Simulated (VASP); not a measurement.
# Sn (Immm) in VASP: notebook

The runs below take Sn through single point, with PBEsol.

Everything below comes from runs of VASP 6.6.1. Logs are shortened: lines on timing, memory, paths and dates and some standing lists are left out, and cuts for length are marked.

## (1) The cell of the first run

Symmetry: Immm, No. 71, orthorhombic system. Conventional cell: a = 3.334 Å, b = 3.429 Å, c = 4.515 Å, α = 90.00°, β = 90.00°, γ = 90.00°. Sn (site symmetry mmm) has 12 Sn at 3.29 to 3.43 Å within 4.3 Å.

## (2) Single point, PBEsol

INCAR

```
SYSTEM = Sn
ALGO = Normal
EDIFF = 1E-7
ENCUT = 520
GGA = PS
ISIF = 2
ISMEAR = -1
LASPH = .True.
LCHARG = .False.
LREAL = .False.
LWAVE = .False.
NBANDS = 13
NELM = 60
PREC = Accurate
SIGMA = 0.1
```

KPOINTS

```
k-points
0
Gamma
  12 12 12
  0 0 0
```

POSCAR

```
Sn
1.0
   -1.6669550766      1.7142717804      2.2576443786
    1.6669550766     -1.7142717804      2.2576443786
    1.6669550766      1.7142717804     -2.2576443786
Sn
1
Direct
    0.0000000000      0.0000000000      0.0000000000
```

Potentials or basis: VASP PAW PBE potentials, release 64 (Sn_d).

The run is started by

```console
$ cat potpaw_PBE.64/Sn_d/POTCAR > POTCAR
$ mpirun -np 1 vasp_std > vasp.out
```

OUTCAR:

```text
SYSTEM = Sn
   EDIFF = 1E-7
   ENCUT = 520
   GGA = PS
   ISIF = 2
   ISMEAR = -1
   LASPH = .True.
   LREAL = .False.
   NELM = 60
   PREC = Accurate

 ion  position               nearest neighbor table
   1  0.000  0.000  0.000-

  LATTYP: Found a body centered orthorhombic cell.
 ALAT       =     3.3339101532
 B/A-ratio  =     1.0283851104
 C/A-ratio  =     1.3543522620

  Lattice vectors:

 A1 = (  -1.6669550766,   1.7142717804,   2.2576443786)
 A2 = (   1.6669550766,  -1.7142717804,   2.2576443786)
 A3 = (   1.6669550766,   1.7142717804,  -2.2576443786)

Analysis of symmetry for initial positions (statically):
=====================================================================
 Subroutine PRICEL returns:
 Original cell was already a primitive cell.

 Routine SETGRP: Setting up the symmetry group for a
 body centered orthorhombic supercell.

 Subroutine GETGRP returns: Found  8 space group operations
 (whereof  8 operations were pure point group operations)
 out of a pool of  8 trial point group operations.

The static configuration has the point symmetry D_2h.

Analysis of symmetry for dynamics (positions and initial velocities):
=====================================================================
 Subroutine PRICEL returns:
 Original cell was already a primitive cell.

 Routine SETGRP: Setting up the symmetry group for a
 body centered orthorhombic supercell.

 Subroutine GETGRP returns: Found  8 space group operations
 (whereof  8 operations were pure point group operations)
 out of a pool of  8 trial point group operations.

The dynamic configuration has the point symmetry D_2h.

 Subroutine INISYM returns: Found  8 space group operations
 (whereof  8 operations are pure point group operations),
 and found     1 'primitive' translations

----------------------------------------------------------------------------------------

                                     Primitive cell

  volume of cell :      25.8059

  direct lattice vectors                    reciprocal lattice vectors
    -1.666955077  1.714271780  2.257644379     0.000000000  0.291669037  0.221469778
     1.666955077 -1.714271780  2.257644379     0.299948095  0.000000000  0.221469778
     1.666955077  1.714271780 -2.257644379     0.299948095  0.291669037  0.000000000

  length of vectors
     3.288529322  3.288529322  3.288529322     0.366223552  0.372850805  0.418377446

  position of ions in fractional coordinates (direct lattice)
     0.000000000  0.000000000  0.000000000

  ion indices of the primitive-cell ions
   primitive index   ion index
                 1           1

----------------------------------------------------------------------------------------

 KPOINTS: k-points

Automatic generation of k-mesh.
 Grid dimensions read from file:
 generate k-points for:   12   12   12

 Generating k-lattice:

  Cartesian coordinates                     Fractional coordinates (reciprocal lattice)
     0.000000000  0.024305753  0.018455815     0.083333333  0.000000000  0.000000000
     0.024995675  0.000000000  0.018455815    -0.000000000  0.083333333  0.000000000
     0.024995675  0.024305753  0.000000000    -0.000000000  0.000000000  0.083333333

  Length of vectors
     0.030518629  0.031070900  0.034864787

  Shift w.r.t. Gamma in fractional coordinates (k-lattice)
     0.000000000  0.000000000  0.000000000

 Subroutine IBZKPT returns following result:
 ===========================================

 Found    280 irreducible k-points:

 Following reciprocal coordinates:
            Coordinates               Weight
  0.000000  0.000000  0.000000      1.000000
  0.083333  0.000000 -0.000000      4.000000
  0.166667  0.000000  0.000000      4.000000
  0.250000  0.000000  0.000000      4.000000
  0.333333  0.000000 -0.000000      4.000000
  0.416667  0.000000 -0.000000      4.000000
[... 16 lines left out ...]
  0.250000  0.166667 -0.000000      8.000000
  0.333333  0.166667 -0.000000      8.000000
 [... further k-points ...]
   k-points           NKPTS =    280   k-points in BZ     NKDIM =    280   number of bands    NBANDS=     13
   number of dos      NEDOS =    301   number of ions     NIONS =      1
   total plane-waves  NPLWV =  13824
   dimension x,y,z NGX =    24 NGY =   24 NGZ =   24
   dimension x,y,z NGXF=    48 NGYF=   48 NGZF=   48
   ions per type =               1
   NGX,Y,Z   is equivalent  to a cutoff of  12.13, 12.13, 12.13 a.u.
   NGXF,Y,Z  is equivalent  to a cutoff of  24.27, 24.27, 24.27 a.u.
 SYSTEM =  Sn
   PREC   = accura    normal or accurate (medium, high low for compatibility)
   ISTART =      0    job   : 0-new  1-cont  2-samecut
   ICHARG =      2    charge: 1-file 2-atom 10-const
   ISPIN  =      1    spin polarized calculation?
   LNONCOLLINEAR =      F non collinear calculations
   LSORBIT =      F    spin-orbit coupling
   LASPH  =      T    aspherical Exc in radial PAW
   ENCUT  =  520.0 eV  38.22 Ry    6.18 a.u.   6.11  6.11  6.11*2*pi/ulx,y,z
   NELM   =     60;   NELMIN=  2; NELMDL= -5     # of ELM steps
   EDIFF  = 0.1E-06   stopping-criterion for ELM
   LREAL  =      F    real-space projection
   EDIFFG = 0.1E-05   stopping-criterion for IOM
   NSW    =      0    number of steps for IOM
   IBRION =     -1    ionic relax: 0-MD 1-quasi-New 2-CG
   NFREE  =      0    steps in history (QN), initial steepest desc. (CG)
   ISIF   =      2    stress and relaxation
   ISYM   =      2    0-nonsym 1-usesym 2-fastsym
   POTIM  = 0.5000    time-step for ionic-motion
   TEBEG  =    0.0;   TEEND  =   0.0 temperature during run
   PSTRESS=    0.0 pullay stress
   NELECT =      14.0000    total number of electrons
   NUPDOWN=      -1.0000    fix difference up-down
   EMIN   =  10.00;   EMAX   =-10.00  energy-range for DOS
   EFERMI =   0.00;   METHOD = LEGACY
   ISMEAR =    -1;   SIGMA  =   0.10  broadening in eV -4-tet -1-fermi 0-gaus
   EFERMI_NEDOS =   21; number of points for ismear=-14 and -15
   IALGO  =     38    algorithm
   IMIX   =      4    mixing-type and parameters
     AMIX     =   0.40;   BMIX     =  1.00
     AMIX_MAG =   1.60;   BMIX_MAG =  1.00
  volume/ion in A,a.u.               =      25.81       174.15
  Fermi-wavevector in a.u.,A,eV,Ry     =   1.335194  2.523151 24.255703  1.782744
  Thomas-Fermi vector in A             =   2.463917
   LORBIT       =      0    0 simple, 1 ext, 2 COOP (PROOUT), +10 PAW based schemes
   GGA     = PS    functional components
   LHFCALC =     F    Hartree Fock is set to
   AEXX    =    0.0000 exact exchange contribution
   IVDW    =     0    specifies the selected vdW correction
   LEPSILON=     F    determine dielectric tensor
   LRPA    =     F    only Hartree local field effects (RPA)
 non-spin polarized calculation
  energy-cutoff  :      520.00
  volume of cell :       25.81
 maximum number of plane-waves:       714
   NGX = 13   NGY = 13   NGZ = 13

 number of electron      14.0000003 magnetization

 Free energy of the ion-electron system (eV)
  ---------------------------------------------------
  ext. energy  EPLUGINS =         0.00000000
  ---------------------------------------------------
  free energy    TOTEN  =        -4.23407719 eV

  energy without entropy =       -4.21498399  energy(sigma->0) =       -4.22453059

 E-fermi :   8.6293     XC(G=0): -10.7481

 val. band max:        8.6200676604   @ k =   0.3333   0.3333   0.1667
 cond. band min:       8.6386500387   @ k =   0.2500  -0.1667   0.1667
 fundamental gap:      0.0185823783
 Fermi energy:         8.6292814586

 k-point     1 :       0.0000    0.0000    0.0000
  band No.  band energies     occupation
      1     -12.8826      2.00000
      2     -12.8638      2.00000
      3     -12.8329      2.00000
      4     -12.7890      2.00000
      5     -12.7440      2.00000
      6      -2.9200      2.00000
      7      16.4787      0.00000
      8      16.6214      0.00000
      9      17.1181      0.00000
     10      19.3849      0.00000
     11      20.4041      0.00000
     12      20.9267      0.00000
     13      21.1229      0.00000

 k-point     2 :       0.0833    0.0000   -0.0000
  band No.  band energies     occupation
      1     -12.8783      2.00000
      2     -12.8572      2.00000
      3     -12.8316      2.00000
      4     -12.7873      2.00000
      5     -12.7450      2.00000
      6      -2.7732      2.00000
      7      14.9078      0.00000
      8      16.4224      0.00000
      9      16.8033      0.00000
     10      18.9590      0.00000
     11      21.0011      0.00000
     12      21.5522      0.00000
     13      22.4305      0.00000

 k-point     3 :       0.1667    0.0000    0.0000
  band No.  band energies     occupation
      1     -12.8695      2.00000
      2     -12.8464      2.00000
      3     -12.8286      2.00000
      4     -12.7751      2.00000
      5     -12.7447      2.00000
      6      -2.3318      2.00000
      7      12.1814      0.00000
      8      16.0998      0.00000
      9      16.1437      0.00000
     10      18.7191      0.00000
     11      21.4821      0.00000
     12      21.6268      0.00000
     13      22.3161      0.00000
[... 305 lines left out ...]
 k-point    23 :       0.2500    0.1667   -0.0000
  band No.  band energies     occupation
      1     -12.8506      2.00000
      2     -12.8466      2.00000
      3     -12.7978      2.00000
      4     -12.7555      2.00000
      5     -12.7043      2.00000
      6      -0.3445      2.00000
      7       8.1136      1.98854
      8      10.8603      0.00000
      9      15.4940      0.00000
     10      18.6705      0.00000
     11      20.8835      0.00000
     12      21.4431      0.00000
     13      22.6662      0.00000

 k-point    24 :       0.3333    0.1667   -0.0000
  band No.  band energies     occupation
      1     -12.8606      2.00000
      2     -12.8368      2.00000
      3     -12.8035      2.00000
      4     -12.7246      2.00000
      5     -12.6963      2.00000
      6       0.8434      2.00000
      7       5.9320      2.00000
      8      10.7311      0.00000
      9      14.6360      0.00000
     10      17.7242      0.00000
     11      21.0621      0.00000
     12      21.9797      0.00000
     13      24.0654      0.00000

 [... further k-points ...]

------------------------ aborting loop because EDIFF is reached ----------------------------------------

  FORCE on cell =-STRESS in cart. coord.  units (eV):
  Direction    XX          YY          ZZ          XY          YZ          ZX
  --------------------------------------------------------------------------------------
  -------------------------------------------------------------------------------------
  Total        0.3117783      0.1540830      0.1968841      0.0000000      0.0000000      0.0000000
  in kB       19.3569684      9.5663484     12.2236860      0.0000000      0.0000000      0.0000000
  external PRESSURE =      13.7156676 kB  Pullay stress =       0.0000000 kB

 VOLUME and BASIS-vectors are now :
 -----------------------------------------------------------------------------
  energy-cutoff  :      520.00
  volume of cell :       25.81
      direct lattice vectors                 reciprocal lattice vectors
    -1.666955077  1.714271780  2.257644379     0.000000000  0.291669037  0.221469778
     1.666955077 -1.714271780  2.257644379     0.299948095  0.000000000  0.221469778
     1.666955077  1.714271780 -2.257644379     0.299948095  0.291669037  0.000000000

 POSITION                                       TOTAL-FORCE (eV/Angst)
 -----------------------------------------------------------------------------------
      0.00000      0.00000      0.00000        -0.000000     -0.000000      0.000000
 -----------------------------------------------------------------------------------
    total drift:                                0.000000      0.000000     -0.000000

  FREE ENERGIE OF THE ION-ELECTRON SYSTEM (eV)
  ---------------------------------------------------
  free  energy   TOTEN  =        -4.2340771864 eV

  energy  without entropy=       -4.2149839943  energy(sigma->0) =       -4.22453059
```

Run time: 38 s. Hardware: 1 thread of Intel Xeon 6975P-C (Granite Rapids), shared host; peak memory 0.2 GiB.

Results:

```yaml
Free_energy: -4.2341 eV
Pressure: 1.4 GPa
Band_gap_on_the_k_mesh: zero (band 7 reaches 16.48 eV, above the bottom of band 8 at 6.44 eV)
```

Stress tensor (GPa, compression positive):
```
1.94 0.00 0.00
0.00 0.96 0.00
0.00 0.00 1.22
```

Caveat: the PAW data sets were made with another functional, which shifts forces and pressure a little; spin-orbit coupling is left out, which moves the levels of the heavy elements.

## (3) Single point, PBEsol

This run uses another cell than the first one, of 26.52 Å³/atom, 1.028 times its volume.

INCAR

```
PREC = Accurate ; ENCUT = 520
EDIFF = 1E-7 ; ISMEAR = -1
SIGMA = 0.1 ; LREAL = False
LASPH = True ; NELM = 100
ALGO = Normal ; ISIF = 2
LWAVE = False ; LCHARG = False
GGA = PS ; NBANDS = 13
```

KPOINTS

```
Automatic mesh
0
Gamma
  12 12 12
```

POSCAR

```
Sn
1.0
   -1.6822490967      1.7299999230      2.2783578694
    1.6822490967     -1.7299999230      2.2783578694
    1.6822490967      1.7299999230     -2.2783578694
Sn
1
Direct
    0.0000000000      0.0000000000      0.0000000000
```

Potentials or basis: VASP PAW PBE potentials, release 64 (Sn_d).

The run is started by

```console
$ cat potpaw_PBE.64/Sn_d/POTCAR > POTCAR
$ mpirun -np 1 vasp_std > vasp.out
```

OUTCAR:

```text
PREC = Accurate
   ENCUT = 520
   EDIFF = 1E-7
   ISMEAR = -1
   LREAL = False
   LASPH = True
   NELM = 100
   ISIF = 2
   GGA = PS

 ion  position               nearest neighbor table
   1  0.000  0.000  0.000-

  LATTYP: Found a body centered orthorhombic cell.
 ALAT       =     3.3644981934
 B/A-ratio  =     1.0283851104
 C/A-ratio  =     1.3543522620

  Lattice vectors:

 A1 = (  -1.6822490967,   1.7299999230,   2.2783578694)
[... 562 lines left out ...]
     11      20.5257      0.00000
     12      21.4216      0.00000
     13      23.4912      0.00000

 [... further k-points ...]

------------------------ aborting loop because EDIFF is reached ----------------------------------------

  FORCE on cell =-STRESS in cart. coord.  units (eV):
  Direction    XX          YY          ZZ          XY          YZ          ZX
  --------------------------------------------------------------------------------------
  -------------------------------------------------------------------------------------
  Total        0.0480250     -0.0984819     -0.0548191      0.0000000      0.0000000      0.0000000
  in kB        2.9010802     -5.9490673     -3.3114947      0.0000000      0.0000000      0.0000000
  external PRESSURE =      -2.1198273 kB  Pullay stress =       0.0000000 kB

 VOLUME and BASIS-vectors are now :
 -----------------------------------------------------------------------------
  energy-cutoff  :      520.00
  volume of cell :       26.52
      direct lattice vectors                 reciprocal lattice vectors
    -1.682249097  1.729999923  2.278357869     0.000000000  0.289017354  0.219456305
     1.682249097 -1.729999923  2.278357869     0.297221143  0.000000000  0.219456305
     1.682249097  1.729999923 -2.278357869     0.297221143  0.289017354  0.000000000

 POSITION                                       TOTAL-FORCE (eV/Angst)
 -----------------------------------------------------------------------------------
      0.00000      0.00000      0.00000         0.000000     -0.000000      0.000000
 -----------------------------------------------------------------------------------
    total drift:                               -0.000000     -0.000000     -0.000000

  FREE ENERGIE OF THE ION-ELECTRON SYSTEM (eV)
  ---------------------------------------------------
  free  energy   TOTEN  =        -4.2369572154 eV

  energy  without entropy=       -4.2170697398  energy(sigma->0) =       -4.22701348
```

OSZICAR:

```text
N       E                     dE             d eps       ncg     rms          rms(c)
DAV:   1     0.810562356639E+02    0.81056E+02   -0.72748E+03  7519   0.163E+03
DAV:   2     0.141168176148E+01   -0.79645E+02   -0.77052E+02  7730   0.343E+02
DAV:   3    -0.414098468753E+01   -0.55527E+01   -0.55308E+01  8605   0.735E+01
DAV:   4    -0.425430735450E+01   -0.11332E+00   -0.11330E+00  8875   0.111E+01
DAV:   5    -0.425814360008E+01   -0.38362E-02   -0.38361E-02  9475   0.201E+00    0.139E+00
DAV:   6    -0.424218940065E+01    0.15954E-01   -0.16346E-02  9355   0.229E+00    0.746E-01
DAV:   7    -0.423725968305E+01    0.49297E-02   -0.90292E-03  9445   0.161E+00    0.117E-01
DAV:   8    -0.423695683374E+01    0.30285E-03   -0.71758E-04  8925   0.466E-01    0.191E-02
DAV:   9    -0.423695688547E+01   -0.51733E-07   -0.13631E-05 10402   0.462E-02    0.111E-02
DAV:  10    -0.423695717242E+01   -0.28695E-06   -0.90775E-07  8611   0.992E-03    0.708E-04
DAV:  11    -0.423695721539E+01   -0.42970E-07   -0.28552E-08  6780   0.266E-03
   1 F= -.42369572E+01 E0= -.42270135E+01  d E =-.198875E-01
```

It took 79 s on 1 thread of Intel Xeon 6975P-C (Granite Rapids), shared host; peak memory 0.22 GiB.

What came out:

- Free energy: -4.2370 eV
- Pressure: -0.2 GPa
- Band gap on the k mesh: zero (band 7 reaches 15.91 eV, above the bottom of band 8 at 6.17 eV)

Caveat: the PAW data sets were made with another functional, which shifts forces and pressure a little; spin-orbit coupling is left out, which moves the levels of the heavy elements.
